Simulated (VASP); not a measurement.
Set up this calculation in VASP 6.6.1, as the native input.

| Quantity | Value |
| --- | --- |
| Task | single point |
| Functional | LDA |
| Potentials or basis | VASP PAW LDA potentials, release 64 (Si, C) |
| Cutoff | 520 eV |
| k mesh | 8 × 8 × 2 |
| Occupations | gaussian, width 0.01 eV |
| Spin | no spin polarisation |
| Dipole correction | no |
| Further INCAR settings | ALGO = Normal; EDIFF = 1e-07; NBANDS = 36 |

The structure of SiC lies in POSCAR:

```
SiC
1.0
    3.0593234053      0.0000000000      0.0000000000
   -1.5296617026      2.6494517874      0.0000000000
    0.0000000000      0.0000000000     15.0102989101
Si C
6 6
Direct
    0.0000000000      0.0000000000      0.1250419184
    0.0000000000      0.0000000000      0.6250419184
    0.3333333333      0.6666666667      0.2918210564
    0.6666666667      0.3333333333      0.7918210564
    0.3333333333      0.6666666667      0.9583102821
    0.6666666667      0.3333333333      0.4583102821
    0.0000000000      0.0000000000     -0.0003164871
    0.0000000000      0.0000000000      0.4996835129
    0.3333333333      0.6666666667      0.1668256037
    0.6666666667      0.3333333333      0.6668256037
    0.3333333333      0.6666666667      0.8333176265
    0.6666666667      0.3333333333      0.3333176265
```

These files were run (other wordings do the same):

INCAR

```
SYSTEM = SiC
PREC = Accurate ; ENCUT = 520
EDIFF = 1E-7 ; ISMEAR = 0
SIGMA = 0.01 ; LREAL = .FALSE.
LASPH = .TRUE. ; NELM = 80
ALGO = Normal ; ISIF = 2
LWAVE = .FALSE. ; LCHARG = .FALSE.
GGA = CA ; NBANDS = 36
```

KPOINTS

```
Automatic mesh
0
G
  8 8 2
  0 0 0
```

Potentials or basis: VASP PAW LDA potentials, release 64 (Si, C).

Command:

```sh
$ cat potpaw_LDA.64/Si/POTCAR potpaw_LDA.64/C/POTCAR > POTCAR
$ mpirun -np 1 vasp_std > vasp.out
```

It gave:

| Property | Result |
| --- | --- |
| Pressure | 0.4 GPa |
| Band gap on the k mesh | 1.97 eV (least direct gap 3.07 eV) |

It took 80 s on 1 thread of Intel(R) Xeon(R) Platinum 8124M CPU @ 3.00GHz (Skylake/Cascade Lake), on a shared host, peak memory 0.22 GiB.
